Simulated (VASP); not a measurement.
## SnO2 (Cassiterite): single point with PBE

Crystal: SnO2 (Cassiterite).

```
Sn O
1.0
     4.89094    0.00000    0.00000
     0.00000    4.89094    0.00000
     0.00000    0.00000    3.28936
Sn O
2 4
Cartesian
  0.0000 0.0000 0.0000
  2.4455 2.4455 1.6447
  1.5020 1.5020 0.0000
  0.9435 3.9475 1.6447
  3.3889 3.3889 0.0000
  3.9475 0.9435 1.6447
```

```yaml
Program: VASP 6.6.1
Task: single point
Functional: PBE
Potentials_or_basis: VASP PAW PBE potentials, release 64 (Sn_d, O)
Cutoff: 520 eV
k_mesh: 4 × 4 × 6
Occupations: fermi-dirac, width 0.05 eV
Spin: no spin polarisation
Dipole_correction: no
Further_INCAR_settings: ALGO = Normal; EDIFF = 1e-06; NBANDS = 35
```

- Pressure: -6.3 GPa
- Largest force: 0.060 eV/Å
- Band gap on the k mesh: 0.23 eV, direct

Forces in eV/Å, atoms in the order of the input:
```
Sn   0.000  0.000  0.000
Sn   0.000  0.000  0.000
O    0.042  0.042  0.000
O   -0.042  0.042  0.000
O   -0.042 -0.042  0.000
O    0.042 -0.042  0.000
```

Stress tensor (GPa, compression positive):
```
-5.54  0.00  0.00
 0.00 -5.54  0.00
 0.00  0.00 -7.86
```

Levels at points of the mesh, in eV from the valence-band top:
| k point | band 24 | band 25 | band 26 | band 27 | band 28 | band 29 |
| --- | --- | --- | --- | --- | --- | --- |
| (0.00, 0.00, 0.00) | -0.70 | -0.70 | 0.00 | 0.23 | 5.26 | 5.82 |
| (0.50, 0.00, 0.00) | -1.22 | -0.58 | -0.58 | 3.46 | 3.46 | 6.54 |
| (0.50, 0.50, 0.00) | -1.34 | -0.80 | -0.80 | 3.82 | 3.82 | 6.84 |
| (0.00, 0.00, 0.50) | -1.43 | -1.12 | -1.12 | 5.13 | 5.13 | 9.06 |
| (0.50, 0.00, 0.50) | -0.95 | -0.76 | -0.76 | 5.38 | 5.38 | 7.28 |
| (0.50, 0.50, 0.50) | -0.88 | -0.73 | -0.73 | 3.98 | 3.98 | 8.37 |

Wall time 39 s on 1 thread of Intel Xeon 6975P-C, on a shared host, peak memory 0.2 GiB.

Caveat: spin-orbit coupling is left out, which moves the levels of the heavy elements.
